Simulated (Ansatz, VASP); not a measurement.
**One calculation of GaAs, two programs**

```
Ga As
1.0
     0.00000    2.71917    2.89573
     2.71917    0.00000    2.89573
     2.71917    2.71917    0.00000
Ga As
1 1
Direct
  0.00000 0.00000 0.00000
  0.25000 0.25000 0.25000
```

Change from the starting cell: strained cell.

Alike in both runs: task relaxation of the atoms; functional PBEsol; k mesh 10 × 10 × 10; occupations gaussian, width 0.02 eV; no spin polarisation.

|  | VASP | Ansatz |
| --- | --- | --- |
| version | VASP 6.6.1 | Ansatz 0.2.0 |
| potentials or method | VASP PAW PBE potentials, release 64 (Ga_d, As), cutoff 450 eV | scalar-relativistic, plane waves, PAW |
| valence electrons in the cell | 18 | 28 |

|  | VASP | Ansatz | Ansatz less VASP |
| --- | --- | --- | --- |
| gap on the k mesh at the Fermi level, each at its own relaxed structure (eV) | 0.69 | 0.68 | -0.017 |

VASP's potentials were made for PBE, not for PBEsol. VASP's potentials hold 18 valence electrons a cell and Ansatz's 28, so a difference there can come from the potentials and not from the codes. Ansatz's warnings: stress scf threshold loose.

Noted on VASP's run: the relaxation stopped at its first step, so nothing moved.
